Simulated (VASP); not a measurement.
# AlB3P4 (Pmm2) in VASP: relaxation of cell and atoms with PBE

Aim: the relaxation of cell and atoms of AlB3P4 with PBE.

Program: VASP 6.6.1. These are calculated values, not measurements. Logs are shortened: lines on timing, memory, paths and dates and some standing lists are left out, and cuts for length are marked.

**1. The cell of the first run**

The structure is orthorhombic, space group Pmm2 (No. 25). Conventional cell: a = 3.350 Å, b = 6.813 Å, c = 4.836 Å, α = 90.00°, β = 90.00°, γ = 90.00°. Within 3.0 Å of Al (site symmetry mm2) lie 4 P at 2.27 to 2.31 Å. Within 2.6 Å of B (site symmetry mm2) lie 4 P at 1.97 to 2.03 Å. Within 2.7 Å of B (site symmetry m) lie 4 P at 2.01 to 2.04 Å. P (site symmetry m) has 3 B at 1.97 to 2.01 Å and 1 Al at 2.31 Å within 2.6 Å. P (site symmetry mm2) has 4 B at 2.03 to 2.04 Å within 2.7 Å. P (site symmetry mm2) has 2 B at 2.03 Å and 2 Al at 2.27 Å within 2.7 Å.

**2. Relaxation of cell and atoms, PBE**

INCAR reads:

```
SYSTEM = AlB3P4
  ALGO = Normal
  EDIFF = 1E-7
  EDIFFG = -0.01
  ENCUT = 500
  GGA = PE
  GGA_COMPAT = .False.
  IBRION = 2
  ISIF = 3
  ISMEAR = 0
  LASPH = .True.
  LCHARG = .False.
  LREAL = .False.
  LWAVE = .False.
  NELM = 120
  NELMIN = 4
  NSW = 100
  PREC = Accurate
  SIGMA = 0.02
```

KPOINTS reads:

```
k-points
0
Gamma
  10 6 8
  0 0 0
```

POSCAR reads:

```
AlB3P4
1.0
    3.3502240684      0.0000000000      0.0000000000
    0.0000000000      6.8132990036      0.0000000000
    0.0000000000      0.0000000000      4.8364403493
Al B P
1 3 4
Direct
    0.0000000000      0.0000000000      0.9993471382
    0.0000000000      0.5000000000      0.9938297038
    0.5000000000      0.7316106245      0.4993304055
    0.5000000000      0.2683893755      0.4993304055
    0.0000000000      0.7203853377      0.7303257382
    0.0000000000      0.2796146623      0.7303257382
    0.5000000000      0.5000000000      0.2317007573
    0.5000000000      0.0000000000      0.3158101135
```

Potentials or basis: VASP PAW PBE potentials, release 64 (Al, B, P).

Launch:

```
$ cat potpaw_PBE.64/Al/POTCAR potpaw_PBE.64/B/POTCAR potpaw_PBE.64/P/POTCAR > POTCAR
$ mpirun -np 1 vasp_std > vasp.out
```

OUTCAR:

```text
SYSTEM = AlB3P4
   EDIFF = 1E-7
   EDIFFG = -0.01
   ENCUT = 500
   GGA = PE
   IBRION = 2
   ISIF = 3
   ISMEAR = 0
   LASPH = .True.
   LREAL = .False.
   NELM = 120
   NELMIN = 4
   NSW = 100
   PREC = Accurate

 ion  position               nearest neighbor table
   1  0.000  0.000  0.999-   8 2.27   8 2.27   5 2.31   6 2.31
   2  0.000  0.500  0.994-   5 1.97   6 1.97   7 2.03   7 2.03
   3  0.500  0.732  0.499-   5 2.01   5 2.01   8 2.03   7 2.04
   4  0.500  0.268  0.499-   6 2.01   6 2.01   8 2.03   7 2.04
   5  0.000  0.720  0.730-   2 1.97   3 2.01   3 2.01   1 2.31
   6  0.000  0.280  0.730-   2 1.97   4 2.01   4 2.01   1 2.31
   7  0.500  0.500  0.232-   2 2.03   2 2.03   4 2.04   3 2.04
   8  0.500  0.000  0.316-   3 2.03   4 2.03   1 2.27   1 2.27

  LATTYP: Found a simple orthorhombic cell.
 ALAT       =     3.3502240684
 B/A-ratio  =     1.4436169792
 C/A-ratio  =     2.0336845729

  Lattice vectors:

 A1 = (  -3.3502240684,   0.0000000000,   0.0000000000)
 A2 = (   0.0000000000,   0.0000000000,   4.8364403493)
 A3 = (   0.0000000000,   6.8132990036,   0.0000000000)

Analysis of symmetry for initial positions (statically):
=====================================================================
 Subroutine PRICEL returns:
 Original cell was already a primitive cell.

 Routine SETGRP: Setting up the symmetry group for a
 simple orthorhombic supercell.

 Subroutine GETGRP returns: Found  4 space group operations
 (whereof  4 operations were pure point group operations)
 out of a pool of  8 trial point group operations.

The static configuration has the point symmetry C_2v.

Analysis of symmetry for dynamics (positions and initial velocities):
=====================================================================
 Subroutine PRICEL returns:
 Original cell was already a primitive cell.

 Routine SETGRP: Setting up the symmetry group for a
 simple orthorhombic supercell.

 Subroutine GETGRP returns: Found  4 space group operations
 (whereof  4 operations were pure point group operations)
 out of a pool of  8 trial point group operations.

The dynamic configuration has the point symmetry C_2v.

 Subroutine INISYM returns: Found  4 space group operations
 (whereof  4 operations are pure point group operations),
 and found     1 'primitive' translations

----------------------------------------------------------------------------------------

                                     Primitive cell

  volume of cell :     110.3970

  direct lattice vectors                    reciprocal lattice vectors
     3.350224068  0.000000000  0.000000000     0.298487498  0.000000000  0.000000000
     0.000000000  6.813299004  0.000000000     0.000000000  0.146771777  0.000000000
     0.000000000  0.000000000  4.836440349     0.000000000  0.000000000  0.206763638

  length of vectors
     3.350224068  6.813299004  4.836440349     0.298487498  0.146771777  0.206763638

  position of ions in fractional coordinates (direct lattice)
     0.000000000  0.000000000  0.999347138
     0.000000000  0.500000000  0.993829704
     0.500000000  0.731610625  0.499330405
     0.500000000  0.268389375  0.499330405
     0.000000000  0.720385338  0.730325738
     0.000000000  0.279614662  0.730325738
     0.500000000  0.500000000  0.231700757
     0.500000000  0.000000000  0.315810113

  ion indices of the primitive-cell ions
   primitive index   ion index
                 1           1
                 2           2
                 3           3
                 4           4
                 5           5
                 6           6
                 7           7
                 8           8

----------------------------------------------------------------------------------------

 KPOINTS: k-points

Automatic generation of k-mesh.
 Grid dimensions read from file:
 generate k-points for:   10    6    8

 Generating k-lattice:

  Cartesian coordinates                     Fractional coordinates (reciprocal lattice)
     0.029848750  0.000000000  0.000000000     0.100000000  0.000000000  0.000000000
     0.000000000  0.024461963  0.000000000     0.000000000  0.166666667  0.000000000
     0.000000000  0.000000000  0.025845455     0.000000000  0.000000000  0.125000000

  Length of vectors
     0.029848750  0.024461963  0.025845455

  Shift w.r.t. Gamma in fractional coordinates (k-lattice)
     0.000000000  0.000000000  0.000000000

 Subroutine IBZKPT returns following result:
 ===========================================

 Found    120 irreducible k-points:

 Following reciprocal coordinates:
            Coordinates               Weight
  0.000000  0.000000  0.000000      1.000000
  0.100000  0.000000  0.000000      2.000000
  0.200000  0.000000  0.000000      2.000000
  0.300000  0.000000  0.000000      2.000000
  0.400000  0.000000  0.000000      2.000000
  0.500000  0.000000  0.000000      1.000000
[... 16 lines left out ...]
  0.400000  0.500000  0.000000      2.000000
  0.500000  0.500000  0.000000      1.000000
 [... further k-points ...]
   k-points           NKPTS =    120   k-points in BZ     NKDIM =    120   number of bands    NBANDS=     21
   number of dos      NEDOS =    301   number of ions     NIONS =      8
   total plane-waves  NPLWV =  43200
   dimension x,y,z NGX =    24 NGY =   50 NGZ =   36
   dimension x,y,z NGXF=    48 NGYF=  100 NGZF=   72
   ions per type =               1   3   4
   NGX,Y,Z   is equivalent  to a cutoff of  11.91, 12.20, 12.37 a.u.
   NGXF,Y,Z  is equivalent  to a cutoff of  23.82, 24.40, 24.75 a.u.
 SYSTEM =  AlB3P4
   PREC   = accura    normal or accurate (medium, high low for compatibility)
   ISTART =      0    job   : 0-new  1-cont  2-samecut
   ICHARG =      2    charge: 1-file 2-atom 10-const
   ISPIN  =      1    spin polarized calculation?
   LNONCOLLINEAR =      F non collinear calculations
   LSORBIT =      F    spin-orbit coupling
   LASPH  =      T    aspherical Exc in radial PAW
   ENCUT  =  500.0 eV  36.75 Ry    6.06 a.u.   6.11 12.42  8.82*2*pi/ulx,y,z
   NELM   =    120;   NELMIN=  4; NELMDL= -5     # of ELM steps
   EDIFF  = 0.1E-06   stopping-criterion for ELM
   LREAL  =      F    real-space projection
   EDIFFG = -.1E-01   stopping-criterion for IOM
   NSW    =    100    number of steps for IOM
   IBRION =      2    ionic relax: 0-MD 1-quasi-New 2-CG
   NFREE  =      1    steps in history (QN), initial steepest desc. (CG)
   ISIF   =      3    stress and relaxation
   ISYM   =      2    0-nonsym 1-usesym 2-fastsym
   POTIM  = 0.5000    time-step for ionic-motion
   TEBEG  =    0.0;   TEEND  =   0.0 temperature during run
   PSTRESS=    0.0 pullay stress
   NELECT =      32.0000    total number of electrons
   NUPDOWN=      -1.0000    fix difference up-down
   EMIN   =  10.00;   EMAX   =-10.00  energy-range for DOS
   EFERMI =   0.00;   METHOD = LEGACY
   ISMEAR =     0;   SIGMA  =   0.02  broadening in eV -4-tet -1-fermi 0-gaus
   EFERMI_NEDOS =   21; number of points for ismear=-14 and -15
   IALGO  =     38    algorithm
   IMIX   =      4    mixing-type and parameters
     AMIX     =   0.40;   BMIX     =  1.00
     AMIX_MAG =   1.60;   BMIX_MAG =  1.00
  volume/ion in A,a.u.               =      13.80        93.12
  Fermi-wavevector in a.u.,A,eV,Ry     =   1.083442  2.047409 15.971160  1.173847
  Thomas-Fermi vector in A             =   2.219508
   LORBIT       =      0    0 simple, 1 ext, 2 COOP (PROOUT), +10 PAW based schemes
   GGA     = PE    functional components
   LHFCALC =     F    Hartree Fock is set to
   AEXX    =    0.0000 exact exchange contribution
   IVDW    =     0    specifies the selected vdW correction
   LEPSILON=     F    determine dielectric tensor
   LRPA    =     F    only Hartree local field effects (RPA)
 conjugate gradient relaxation of ions
 non-spin polarized calculation
 Gauss-broadening in eV      SIGMA  =   0.02
  energy-cutoff  :      500.00
  volume of cell :      110.40
 maximum number of plane-waves:      2830
   NGX = 13   NGY = 25   NGZ = 17

--------------------------------------- Ionic step        1  -------------------------------------------

 number of electron      32.0000004 magnetization

 Free energy of the ion-electron system (eV)
  ---------------------------------------------------
  ext. energy  EPLUGINS =         0.00000000
  ---------------------------------------------------
  free energy    TOTEN  =       -47.66155741 eV

  energy without entropy =      -47.66155741  energy(sigma->0) =      -47.66155741

------------------------ aborting loop because EDIFF is reached ----------------------------------------

  FORCE on cell =-STRESS in cart. coord.  units (eV):
  Direction    XX          YY          ZZ          XY          YZ          ZX
  --------------------------------------------------------------------------------------
  -------------------------------------------------------------------------------------
  Total       -0.2900335     -0.1147095     -0.0943322      0.0000000      0.0000000      0.0000000
  in kB       -4.2092199     -1.6647639     -1.3690314      0.0000000      0.0000000      0.0000000
  external PRESSURE =      -2.4143384 kB  Pullay stress =       0.0000000 kB
[... 153 lines left out ...]
  energy  without entropy=      -47.6617839208  energy(sigma->0) =      -47.66178392

--------------------------------------- Ionic step        5  -------------------------------------------

 number of electron      32.0000004 magnetization

 Free energy of the ion-electron system (eV)
  ---------------------------------------------------
  ext. energy  EPLUGINS =         0.00000000
  ---------------------------------------------------
  free energy    TOTEN  =       -47.66180724 eV

  energy without entropy =      -47.66180724  energy(sigma->0) =      -47.66180724

 E-fermi :   7.4076     XC(G=0): -10.3791

 val. band max:        7.2686256958   @ k =   0.0000   0.5000   0.0000
 cond. band min:       7.6727713945   @ k =   0.0000   0.0000   0.0000
 fundamental gap:      0.4041456988
 Fermi energy:         7.4076453738

 k-point     1 :       0.0000    0.0000    0.0000
  band No.  band energies     occupation
      1      -7.8315      2.00000
      2      -5.3970      2.00000
      3      -5.1141      2.00000
      4      -3.7010      2.00000
      5      -1.3322      2.00000
      6       0.3013      2.00000
[... 550 lines left out ...]
      5      -0.3979      2.00000
      6      -0.0534      2.00000
[... 13 lines left out ...]
     20      10.0498      0.00000
     21      10.1696      0.00000

 [... further k-points ...]

------------------------ aborting loop because EDIFF is reached ----------------------------------------

  FORCE on cell =-STRESS in cart. coord.  units (eV):
  Direction    XX          YY          ZZ          XY          YZ          ZX
  --------------------------------------------------------------------------------------
  -------------------------------------------------------------------------------------
  Total       -0.0046216      0.0054162      0.0055841      0.0000000      0.0000000      0.0000000
  in kB       -0.0672007      0.0787542      0.0811957      0.0000000      0.0000000      0.0000000
  external PRESSURE =       0.0309164 kB  Pullay stress =       0.0000000 kB
[... 23 lines left out ...]
  FREE ENERGIE OF THE ION-ELECTRON SYSTEM (eV)
  ---------------------------------------------------
  free  energy   TOTEN  =       -47.6618072429 eV

  energy  without entropy=      -47.6618072429  energy(sigma->0) =      -47.66180724

 reached required accuracy - stopping structural energy minimisation
```

It took 16 min on 1 thread of AMD EPYC 7R13, shared host; peak memory 0.34 GiB.

Results:

* Free energy: -47.6618 eV
* Relaxed volume: 13.77 Å³/atom
* Relaxed cell: a = 3.345 Å, b = 6.811 Å, c = 4.836 Å, α = 90.00°, β = 90.00°, γ = 90.00°
* Space group after relaxing (to 0.05 Å): Pmm2 (No. 25)
* Energy gained by relaxing: 0.0 meV/atom
* Ionic steps: 5
* Pressure after relaxing: 0.0 GPa
* Largest force after relaxing: 0.004 eV/Å
* Band gap on the k mesh: 0.40 eV, indirect (least direct gap 0.41 eV)

Forces on the atoms (eV/Å):
```
Al   0.000  0.000  0.001
B    0.000  0.000  0.000
B    0.000 -0.001  0.000
B    0.000  0.001  0.000
P    0.000 -0.004  0.000
P    0.000  0.004  0.000
P    0.000  0.000  0.000
P    0.000  0.000 -0.002
```

Step by step:
```tsv
step	energy change (eV)	largest force (eV/Å)	pressure (GPa)	volume (Å³)
1	0.0000	0.0094	-0.24	110.40
2	-0.0002	0.0215	0.16	110.07
3	-0.0002	0.0144	0.03	110.17
4	-0.0002	0.0141	0.03	110.17
5	-0.0002	0.0036	0.00	110.19
```

Final structure:
```xyz
8
Lattice="3.3454 0.0000 0.0000 0.0000 6.8108 0.0000 0.0000 0.0000 4.8360" Properties=species:S:1:pos:R:3 pbc="T T T"
Al    3.3454    0.0000    4.8319
B     3.3454    3.4054    4.8059
B     1.6727    4.9827    2.4145
B     1.6727    1.8281    2.4145
P     3.3454    4.9064    3.5322
P     3.3454    1.9044    3.5322
P     1.6727    3.4054    1.1208
P     1.6727    0.0000    1.5278
```

A k mesh can miss the band edges. A hybrid or GW would open this gap; PBE tends to underestimate it.
